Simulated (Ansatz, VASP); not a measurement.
**HfO2 in VASP and in Ansatz**

```
Hf O
1.0
     0.00000    2.54877    2.54877
     2.54877    0.00000    2.54877
     2.54877    2.54877    0.00000
Hf O
1 2
Direct
  0.00000 0.00000 0.00000
  0.25000 0.25000 0.25000
  0.75000 0.75000 0.75000
```

Alike in both runs: task single point; functional PBE; k mesh 12 × 12 × 12; occupations gaussian, width 0.05 eV; no spin polarisation.

|  | VASP | Ansatz |
| --- | --- | --- |
| version | VASP 6.6.1 | Ansatz 0.2.0 |
| potentials or method | VASP PAW PBE potentials, release 64 (Hf_pv, O), cutoff 600 eV | scalar-relativistic, plane waves, PAW |
| valence electrons in the cell | 22 | 38 |

VASP gave:

- gap on the k mesh at the Fermi level (eV): 3.76
- least direct gap on the mesh (eV): 3.76
- pressure (GPa): -3.9

**Question.** Which values does Ansatz return?

**Answer.** gap on the k mesh at the Fermi level (eV): 3.75; least direct gap on the mesh (eV): 3.75; pressure (GPa): 0.0.

With one functional, cell and mesh, what is left measures potentials, basis and numerics. VASP's potentials hold 22 valence electrons a cell and Ansatz's 38, so a difference there can come from the potentials and not from the codes.

Spin-orbit coupling is off throughout.
